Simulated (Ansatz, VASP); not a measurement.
# Two plane-wave programs on LuPbSe3Br

```
Lu Pb Se Br
1.0
     4.28296    0.00000    0.00000
    -2.14148    3.70915    0.00000
     0.00000    0.00000   10.91501
Lu Pb Se Br
1 1 3 1
Direct
  0.33333 0.66667 0.66349
  0.00000 0.00000 0.01330
  0.66667 0.33333 0.80582
  0.33333 0.66667 0.13873
  0.00000 0.00000 0.54962
  0.66667 0.33333 0.32903
```

Change from the starting cell: species swapped into the LiGeSbTe3 type (P3m1, No. 156).

Alike in both runs: functional PBE; k mesh 3 × 3 × 1; occupations gaussian, width 0.15 eV; no spin polarisation.

Ansatz relaxed the structure, and its values are those at the end. VASP's run is a single point on that final structure, the one shown.

|  | VASP | Ansatz |
| --- | --- | --- |
| version | VASP 6.6.1 | Ansatz 0.2.0 |
| potentials or method | VASP PAW PBE potentials, release 64 (Lu, Pb_d, Se, Br), cutoff 520 eV | scalar-relativistic, plane waves, PAW |
| valence electrons in the cell | 64 | 94 |

|  | VASP | Ansatz | Ansatz less VASP |
| --- | --- | --- | --- |
| gap on the k mesh at the Fermi level (eV) | 0.50 | 0.50 | -0.001 |
| least direct gap on the mesh (eV) | 0.51 | 0.52 | +0.001 |
| pressure (GPa) | 0.1 | 0.0 | -0.08 |
| rms of the force components (eV/Å) | 0.024 | 0.022 | -0.0016 |

VASP's potentials hold 64 valence electrons a cell and Ansatz's 94, so a difference there can come from the potentials and not from the codes.

The k mesh is coarse, so the values compare programs but aren't converged. Neither program's run includes spin-orbit coupling.
